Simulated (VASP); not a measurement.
A run of VASP 6.6.1 is set up as follows.

File INCAR:

```
PREC     = Accurate       # precision mode
ENCUT    = 600            # plane-wave cutoff, eV
EDIFF    = 1E-6           # SCF threshold, eV
ISMEAR   = 0              # smearing method
SIGMA    = 0.1            # smearing width, eV
LREAL    = False          # projectors in reciprocal space
LASPH    = True           # aspherical terms in the spheres
NELM     = 80             # most SCF steps
ALGO     = Normal         # electronic algorithm
ISIF     = 3              # what is computed and relaxed
LWAVE    = False          # write WAVECAR
LCHARG   = False          # write CHGCAR
GGA      = PE             # functional
IBRION   = 2              # ionic algorithm
NSW      = 100            # ionic steps
EDIFFG   = -0.01          # ionic threshold
```

The input KPOINTS:

```
regular mesh
0
Gamma
  6 6 6
```

File POSCAR:

```
Te5As
1.0
    3.9163701203      2.2611173432      3.6718311128
   -3.9163701203      2.2611173432      3.6718311128
    0.0000000000     -4.5222346864      3.6718311128
Te As
5 1
Direct
    0.1521442861      0.1521442861      0.1521442861
    0.8478557139      0.8478557139      0.8478557139
    0.0000000000      0.5000000000      0.5000000000
    0.5000000000      0.0000000000      0.5000000000
    0.5000000000      0.5000000000      0.0000000000
    0.5000000000      0.5000000000      0.5000000000
```

Potentials or basis: VASP PAW PBE potentials, release 64 (Te, As).

Command:

```sh
$ cat potpaw_PBE.64/Te/POTCAR potpaw_PBE.64/As/POTCAR > POTCAR
$ mpirun -np 1 vasp_std > vasp.out
```

Question: Predict the relaxed cell.

Answer: a = 5.825 Å, b = 5.825 Å, c = 5.825 Å, α = 84.38°, β = 84.38°, γ = 84.38°.

Question: Estimate the relaxed volume.

Answer: 32.49 Å³/atom.

Step by step:
```tsv
step	energy change (eV)	largest force (eV/Å)	pressure (GPa)	volume (Å³)
1	0.0000	0.2165	-0.45	195.09
2	-0.0044	0.0688	0.30	192.53
3	-0.0048	0.1030	0.13	193.09
4	-0.0062	0.0814	0.11	193.42
5	-0.0087	0.0173	0.04	194.41
6	-0.0089	0.0059	0.03	194.78
7	-0.0089	0.0084	0.03	194.82
8	-0.0089	0.0138	-0.08	195.14
9	-0.0089	0.0001	-0.02	194.94
```

Caveat: an odd number of electrons without spin polarisation forces a metal; a magnetic or distorted state may lie lower.
